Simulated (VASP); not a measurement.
Input of a VASP 6.6.1 run:

File INCAR:

```
SYSTEM = Rb2AlTlH6
PREC = Accurate ; ENCUT = 520
EDIFF = 1E-6 ; ISMEAR = -1
SIGMA = 0.16 ; LREAL = Auto
LASPH = .TRUE. ; NELM = 100
ALGO = Normal ; ISIF = 2
LWAVE = .FALSE. ; LCHARG = .FALSE.
GGA = CA ; NBANDS = 56
```

File KPOINTS:

```
Automatic mesh
0
G
  2 2 2
  0 0 0
```

Contents of POSCAR:

```
Rb2AlTlH6
1.0
    8.9671390000      4.4835690000      4.4835690000
    4.4835690000      8.9671390000      4.4835690000
    4.4835690000      4.4835690000      8.9671390000
Rb Al Tl H
4 2 2 12
Direct
    0.1931942808      0.1044034288      0.0283033568
    0.3948918549      0.3461137607      0.3553474740
    0.5853316596      0.6160660967      0.6750146578
    0.7860088406      0.8834981182      0.9609141059
    0.1747603334      0.2741231179      0.3023372419
    0.8878640378      0.7387864055      0.6291193321
   -0.0285486787     -0.0083861743      0.0389198787
    0.4784413707      0.5763544177      0.4516769843
    0.4114969118      0.2845891129      0.1394146202
    0.3861600059      0.8844236663      0.4003005234
    0.0419866790      0.6408844323      0.1741135332
    0.0979075181      0.1608930408      0.5841049009
    0.3281258881      0.4116307737      0.8132749992
    0.9719153278      0.3378893173      0.3151172852
    0.1486595142      0.6927794900      0.5107593587
    0.9887657706      0.4500655830      0.7456336237
    0.7476632057      0.0463693706      0.4819597595
    0.7680822077      0.7294522766     -0.1223912320
    0.9185817389      0.7856519530      0.4032111748
    0.3157641169      0.9073239677      0.8634972849
```

Potentials or basis: VASP PAW LDA potentials, release 64 (Rb_sv, Al, Tl_d, H).

Command:

```console
$ cat potpaw_LDA.64/Rb_sv/POTCAR potpaw_LDA.64/Al/POTCAR potpaw_LDA.64/Tl_d/POTCAR potpaw_LDA.64/H/POTCAR > POTCAR
$ mpirun -np 1 vasp_std > vasp.out
```

Question: What does it give for the pressure?

Answer: -0.5 GPa.

Question: What does it give for the band gap on the k mesh?

Answer: 1.41 eV (least direct gap 1.68 eV).

Question: Estimate the largest force.

Answer: 1.227 eV/Å.

Stress tensor (GPa, compression positive):
```
 0.43  0.36 -0.66
 0.36 -1.91  0.06
-0.66  0.06  0.09
```

Caveat: the k points lie up to 0.58 Å⁻¹ apart; the atoms stand as in a frame of molecular dynamics; spin-orbit coupling is left out, which moves the levels of the heavy elements; forces of over 1 eV/Å act on the atoms, so gaps and moduli don't describe the material at rest. A k mesh can miss the band edges.
